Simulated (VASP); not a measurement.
# SnGe7 (P-43m) in VASP: further runs, part 2 of 2

VASP 6.6.1.

## (3) Relaxation of cell and atoms, PBEsol

This run uses another cell than the first one, of 24.01 Å³/atom, 0.989 times its volume.

Contents of INCAR:

```
SYSTEM = SnGe7
PREC = Accurate
ENCUT = 600
EDIFF = 1E-6
ISMEAR = 0
SIGMA = 0.01
LREAL = .False.
LASPH = .True.
NELM = 100
ALGO = Normal
ISIF = 3
LWAVE = .False.
LCHARG = .False.
GGA = PS
IBRION = 2
NSW = 80
EDIFFG = -0.005
```

Contents of KPOINTS:

```
regular mesh
0
Gamma
  6 6 6
  0 0 0
```

Contents of POSCAR:

```
SnGe7
1.0
    5.7700000000      0.0000000000      0.0000000000
    0.0000000000      5.7700000000      0.0000000000
    0.0000000000      0.0000000000      5.7700000000
Sn Ge
1 7
Direct
    0.0000000000      0.0000000000      0.0000000000
    0.0000000000      0.5000000000      0.5000000000
    0.5000000000      0.0000000000      0.5000000000
    0.5000000000      0.5000000000      0.0000000000
    0.2500000000      0.2500000000      0.2500000000
    0.2500000000      0.7500000000      0.7500000000
    0.7500000000      0.2500000000      0.7500000000
    0.7500000000      0.7500000000      0.2500000000
```

Potentials or basis: VASP PAW PBE potentials, release 64 (Sn_d, Ge_d).

Launch:

```console
cat potpaw_PBE.64/Sn_d/POTCAR potpaw_PBE.64/Ge_d/POTCAR > POTCAR
mpirun -np 1 vasp_std > vasp.out
```

OUTCAR:

```text
SYSTEM = SnGe7
   PREC = Accurate
   ENCUT = 600
   EDIFF = 1E-6
   ISMEAR = 0
   LREAL = .False.
   LASPH = .True.
   NELM = 100
   ISIF = 3
   GGA = PS
   IBRION = 2
   NSW = 80
   EDIFFG = -0.005

 ion  position               nearest neighbor table
   1  0.000  0.000  0.000-   5 2.50   6 2.50   7 2.50   8 2.50
   2  0.000  0.500  0.500-   5 2.50   6 2.50   7 2.50   8 2.50
   3  0.500  0.000  0.500-   5 2.50   6 2.50   7 2.50   8 2.50
   4  0.500  0.500  0.000-   5 2.50   6 2.50   7 2.50   8 2.50
   5  0.250  0.250  0.250-   1 2.50   2 2.50   3 2.50   4 2.50
   6  0.250  0.750  0.750-   1 2.50   2 2.50   3 2.50   4 2.50
   7  0.750  0.250  0.750-   1 2.50   2 2.50   3 2.50   4 2.50
   8  0.750  0.750  0.250-   1 2.50   2 2.50   3 2.50   4 2.50

  LATTYP: Found a simple cubic cell.
 ALAT       =     5.7700000000

  Lattice vectors:

 A1 = (   5.7700000000,   0.0000000000,   0.0000000000)
 A2 = (   0.0000000000,   5.7700000000,   0.0000000000)
 A3 = (   0.0000000000,   0.0000000000,   5.7700000000)

Analysis of symmetry for initial positions (statically):
=====================================================================
 Subroutine PRICEL returns:
 Original cell was already a primitive cell.

 Routine SETGRP: Setting up the symmetry group for a
 simple cubic supercell.

 Subroutine GETGRP returns: Found 24 space group operations
 (whereof 24 operations were pure point group operations)
 out of a pool of 48 trial point group operations.

The static configuration has the point symmetry T_d .

Analysis of symmetry for dynamics (positions and initial velocities):
=====================================================================
 Subroutine PRICEL returns:
 Original cell was already a primitive cell.

 Routine SETGRP: Setting up the symmetry group for a
 simple cubic supercell.

 Subroutine GETGRP returns: Found 24 space group operations
 (whereof 24 operations were pure point group operations)
 out of a pool of 48 trial point group operations.

The dynamic configuration has the point symmetry T_d .

 Subroutine INISYM returns: Found 24 space group operations
 (whereof 24 operations are pure point group operations),
 and found     1 'primitive' translations

----------------------------------------------------------------------------------------

                                     Primitive cell

  volume of cell :     192.1000

  direct lattice vectors                    reciprocal lattice vectors
     5.770000000  0.000000000  0.000000000     0.173310225  0.000000000  0.000000000
     0.000000000  5.770000000  0.000000000     0.000000000  0.173310225  0.000000000
     0.000000000  0.000000000  5.770000000     0.000000000  0.000000000  0.173310225

  length of vectors
     5.770000000  5.770000000  5.770000000     0.173310225  0.173310225  0.173310225

  position of ions in fractional coordinates (direct lattice)
     0.000000000  0.000000000  0.000000000
     0.000000000  0.500000000  0.500000000
     0.500000000  0.000000000  0.500000000
     0.500000000  0.500000000  0.000000000
     0.250000000  0.250000000  0.250000000
     0.250000000  0.750000000  0.750000000
     0.750000000  0.250000000  0.750000000
     0.750000000  0.750000000  0.250000000

  ion indices of the primitive-cell ions
   primitive index   ion index
                 1           1
                 2           2
[... 37 lines left out ...]
  0.333333  0.000000  0.000000      6.000000
  0.500000  0.000000  0.000000      3.000000
  0.166667  0.166667  0.000000     12.000000
  0.333333  0.166667  0.000000     24.000000
[... 12 lines left out ...]
  0.500000  0.500000  0.333333      6.000000
  0.500000  0.500000  0.500000      1.000000
   k-points           NKPTS =     20   k-points in BZ     NKDIM =     20   number of bands    NBANDS=     67
   number of dos      NEDOS =    301   number of ions     NIONS =      8
   total plane-waves  NPLWV = 110592
   dimension x,y,z NGX =    48 NGY =   48 NGZ =   48
   dimension x,y,z NGXF=    96 NGYF=   96 NGZF=   96
   ions per type =               1   7
   NGX,Y,Z   is equivalent  to a cutoff of  13.83, 13.83, 13.83 a.u.
   NGXF,Y,Z  is equivalent  to a cutoff of  27.66, 27.66, 27.66 a.u.
 SYSTEM =  SnGe7
   PREC   = accura    normal or accurate (medium, high low for compatibility)
   ISTART =      0    job   : 0-new  1-cont  2-samecut
   ICHARG =      2    charge: 1-file 2-atom 10-const
   ISPIN  =      1    spin polarized calculation?
   LNONCOLLINEAR =      F non collinear calculations
   LSORBIT =      F    spin-orbit coupling
   LASPH  =      T    aspherical Exc in radial PAW
   ENCUT  =  600.0 eV  44.10 Ry    6.64 a.u.  11.52 11.52 11.52*2*pi/ulx,y,z
   NELM   =    100;   NELMIN=  2; NELMDL= -5     # of ELM steps
   EDIFF  = 0.1E-05   stopping-criterion for ELM
   LREAL  =      F    real-space projection
   EDIFFG = -.5E-02   stopping-criterion for IOM
   NSW    =     80    number of steps for IOM
   IBRION =      2    ionic relax: 0-MD 1-quasi-New 2-CG
   NFREE  =      1    steps in history (QN), initial steepest desc. (CG)
   ISIF   =      3    stress and relaxation
   ISYM   =      2    0-nonsym 1-usesym 2-fastsym
   POTIM  = 0.5000    time-step for ionic-motion
   TEBEG  =    0.0;   TEEND  =   0.0 temperature during run
   PSTRESS=    0.0 pullay stress
   NELECT =     112.0000    total number of electrons
   NUPDOWN=      -1.0000    fix difference up-down
   EMIN   =  10.00;   EMAX   =-10.00  energy-range for DOS
   EFERMI =   0.00;   METHOD = LEGACY
   ISMEAR =     0;   SIGMA  =   0.01  broadening in eV -4-tet -1-fermi 0-gaus
   EFERMI_NEDOS =   21; number of points for ismear=-14 and -15
   IALGO  =     38    algorithm
   IMIX   =      4    mixing-type and parameters
     AMIX     =   0.40;   BMIX     =  1.00
     AMIX_MAG =   1.60;   BMIX_MAG =  1.00
  volume/ion in A,a.u.               =      24.01       162.04
  Fermi-wavevector in a.u.,A,eV,Ry     =   1.367640  2.584464 25.448858  1.870438
  Thomas-Fermi vector in A             =   2.493674
   LORBIT       =      0    0 simple, 1 ext, 2 COOP (PROOUT), +10 PAW based schemes
   GGA     = PS    functional components
   LHFCALC =     F    Hartree Fock is set to
   AEXX    =    0.0000 exact exchange contribution
   IVDW    =     0    specifies the selected vdW correction
   LEPSILON=     F    determine dielectric tensor
   LRPA    =     F    only Hartree local field effects (RPA)
 conjugate gradient relaxation of ions
 non-spin polarized calculation
 Gauss-broadening in eV      SIGMA  =   0.01
  energy-cutoff  :      600.00
  volume of cell :      192.10
 maximum number of plane-waves:      6488
 NGX is ok and might be reduce to    48
   NGX = 23   NGY = 23   NGZ = 23

--------------------------------------- Ionic step        1  -------------------------------------------

 number of electron     112.0000043 magnetization

 Free energy of the ion-electron system (eV)
  ---------------------------------------------------
  ext. energy  EPLUGINS =         0.00000000
  ---------------------------------------------------
  free energy    TOTEN  =       -38.31814255 eV

  energy without entropy =      -38.31802203  energy(sigma->0) =      -38.31808229

------------------------ aborting loop because EDIFF is reached ----------------------------------------

  FORCE on cell =-STRESS in cart. coord.  units (eV):
  Direction    XX          YY          ZZ          XY          YZ          ZX
  --------------------------------------------------------------------------------------
  -------------------------------------------------------------------------------------
  Total        1.5378244      1.5378244      1.5378244      0.0000000      0.0000000      0.0000000
  in kB       12.8259600     12.8259600     12.8259600      0.0000000      0.0000000      0.0000000
  external PRESSURE =      12.8259600 kB  Pullay stress =       0.0000000 kB
[... 107 lines left out ...]
  FREE ENERGIE OF THE ION-ELECTRON SYSTEM (eV)
  ---------------------------------------------------
  free  energy   TOTEN  =       -38.5258082459 eV

  energy  without entropy=      -38.5256877919  energy(sigma->0) =      -38.52574802

[... ionic steps 4 to 10 ...]

--------------------------------------- Ionic step       11  -------------------------------------------

 number of electron     112.0000062 magnetization

------------------------ aborting loop because EDIFF is reached ----------------------------------------
[... 79 lines left out ...]
--------------------------------------- Ionic step       13  -------------------------------------------

 number of electron     112.0000062 magnetization

 Free energy of the ion-electron system (eV)
  ---------------------------------------------------
  ext. energy  EPLUGINS =         0.00000000
  ---------------------------------------------------
  free energy    TOTEN  =       -38.54512492 eV

  energy without entropy =      -38.54500447  energy(sigma->0) =      -38.54506470

 E-fermi :   4.7885     XC(G=0):  -9.9222

 val. band max:        4.7786765659   @ k =   0.1667   0.1667   0.0000
 cond. band min:       4.9379344964   @ k =   0.0000   0.0000   0.0000
 fundamental gap:      0.1592579305
 Fermi energy:         4.7884558112

 k-point     1 :       0.0000    0.0000    0.0000
  band No.  band energies     occupation
      1     -19.9049      2.00000
      2     -19.9049      2.00000
      3     -19.9049      2.00000
      4     -19.8793      2.00000
      5     -19.8793      2.00000
      6     -19.8793      2.00000
[... 1424 lines left out ...]
  FREE ENERGIE OF THE ION-ELECTRON SYSTEM (eV)
  ---------------------------------------------------
  free  energy   TOTEN  =       -38.5451249234 eV

  energy  without entropy=      -38.5450044695  energy(sigma->0) =      -38.54506470

 reached required accuracy - stopping structural energy minimisation
```

Wall time 23 min (1 thread of AMD EPYC 9R45 (Zen 5), shared host); peak memory 0.47 GiB.

What came out:

- Free energy: -38.5451 eV
- Relaxed volume: 24.25 Å³/atom
- Relaxed cell: a = 5.789 Å, b = 5.789 Å, c = 5.789 Å, α = 90.00°, β = 90.00°, γ = 90.00°
- Space group after relaxing (to 0.05 Å): P-43m (No. 215)
- Energy gained by relaxing: 28.4 meV/atom
- Ionic steps: 13
- Pressure after relaxing: 0.0 GPa
- Band gap on the k mesh: zero (band 56 reaches 4.94 eV, above the bottom of band 57 at 4.73 eV)

Step by step:
```csv
step,energy change (eV),largest force (eV/Å),pressure (GPa),volume (Å³)
1,0.0000,1.3444,1.28,192.10
2,-0.2058,0.2620,-1.15,197.49
3,-0.2077,0.1803,-1.03,197.96
4,-0.2048,0.0246,-1.48,198.88
5,-0.2078,0.1505,-1.27,198.15
6,-0.2258,0.0544,0.27,193.20
7,-0.2270,0.0110,-0.06,194.22
8,-0.2270,0.0172,-0.04,194.13
9,-0.2269,0.0211,0.00,194.05
10,-0.2270,0.0044,0.07,193.98
11,-0.2270,0.0100,0.00,193.99
12,-0.2270,0.0063,0.08,193.98
13,-0.2270,0.0015,0.03,194.03
```

Final structure:
```cif
data_structure
_symmetry_space_group_name_H-M 'P 1'
_symmetry_Int_Tables_number 1
_cell_length_a 5.7892
_cell_length_b 5.7892
_cell_length_c 5.7892
_cell_angle_alpha 90.000
_cell_angle_beta 90.000
_cell_angle_gamma 90.000
_cell_volume 194.03
loop_
_atom_site_label
_atom_site_type_symbol
_atom_site_fract_x
_atom_site_fract_y
_atom_site_fract_z
_atom_site_occupancy
Sn1 Sn 0.00000 0.00000 0.00000 1
Ge1 Ge 0.00000 0.50000 0.50000 1
Ge2 Ge 0.50000 0.00000 0.50000 1
Ge3 Ge 0.50000 0.50000 0.00000 1
Ge4 Ge 0.25850 0.25850 0.25850 1
Ge5 Ge 0.25850 0.74150 0.74150 1
Ge6 Ge 0.74150 0.25850 0.74150 1
Ge7 Ge 0.74150 0.74150 0.25850 1
```

Caveat: the PAW data sets were made with another functional, which shifts forces and pressure a little; spin-orbit coupling is left out, which moves the levels of the heavy elements.
